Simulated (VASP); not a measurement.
Runs of VASP 6.6.1 on TiAl3. The structure is that of space group P4mm (No. 99), or close to it. The cells are those of the table. 

| cell | k mesh | cutoff (eV) | gap on the mesh (eV) | pressure (GPa) | largest force (eV/Å) |
| --- | --- | --- | --- | --- | --- |
| a = 3.948, b = 3.948, c = 12.845 Å, 12 atoms | 12 × 12 × 4, shifted | 520 | none | -3.0 | 1.02 |
| a = 3.948, b = 3.948, c = 13.345 Å, 12 atoms | 12 × 12 × 4 | 500 | none | -2.7 | 0.89 |
| a = 3.948, b = 3.948, c = 12.095 Å, 12 atoms | 12 × 12 × 4 | 520 | none | (a) | 0.71 |
| a = 3.948, b = 3.948, c = 12.595 Å, 12 atoms | 12 × 12 × 4 | 500 | none | -3.0 | 1.08 |
| a = 3.948, b = 3.948, c = 12.845 Å, 12 atoms | 12 × 12 × 4 | 520 | none | -3.0 | 1.02 |
| a = 3.948, b = 3.948, c = 13.845 Å, 12 atoms | 12 × 12 × 4 | 500 | none | -2.4 | 0.77 |
| a = 3.948, b = 3.948, c = 12.345 Å, 12 atoms | 12 × 12 × 4 | 520 | none | -2.7 | 1.02 |
| a = 3.948, b = 3.948, c = 12.845 Å, 12 atoms | 12 × 12 × 4 | 500 | none | -3.0 | 1.02 |

Alike in all rows: task single point; level PBEsol; potentials or basis VASP PAW PBE potentials, release 64 (Ti_sv, Al); no spin polarisation; smearing gaussian 0.15 eV.

Fill in the values left out.

(a) -1.7.

Caveats: the PAW data sets were made with another functional, which shifts forces and pressure a little.

A gap of «none» marks levels without a gap at the run's occupations.
